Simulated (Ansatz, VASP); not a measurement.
# Rh in VASP and in Ansatz

```xyz
1
Lattice="0.0000 1.9016 1.8065 1.9016 0.0000 1.8065 1.9016 1.9016 0.0000" Properties=species:S:1:pos:R:3 pbc="T T T"
Rh    0.0000    0.0000    0.0000
```

Change from the starting cell: strain +0.000 along x and y, -0.050 along z, atoms carried along.

Alike in both runs: task single point; functional PBE; k mesh 22 × 22 × 22; occupations gaussian, width 0.15 eV; no spin polarisation.

```csv
,VASP,Ansatz
version,VASP 6.6.1,Ansatz 0.2.0
potentials or method,"VASP PAW PBE potentials, release 64 (Rh_pv), cutoff 520 eV","scalar-relativistic, plane waves, PAW"
valence electrons in the cell,15,17
```

|  | VASP | Ansatz | Ansatz less VASP |
| --- | --- | --- | --- |
| gap on the k mesh at the Fermi level (eV) | none | none | - |
| pressure (GPa) | 22.9 | 23.0 | +0.02 |
| traceless stress, the component that is largest in VASP (GPa) | 9.11 | 9.13 | +0.019 |

A gap of «none» marks a metal or a gap that the smearing closes. The functional is the same, so the differences come from potentials, cutoffs and numerics. VASP's potentials hold 15 valence electrons a cell and Ansatz's 17, so a difference there can come from the potentials and not from the codes.
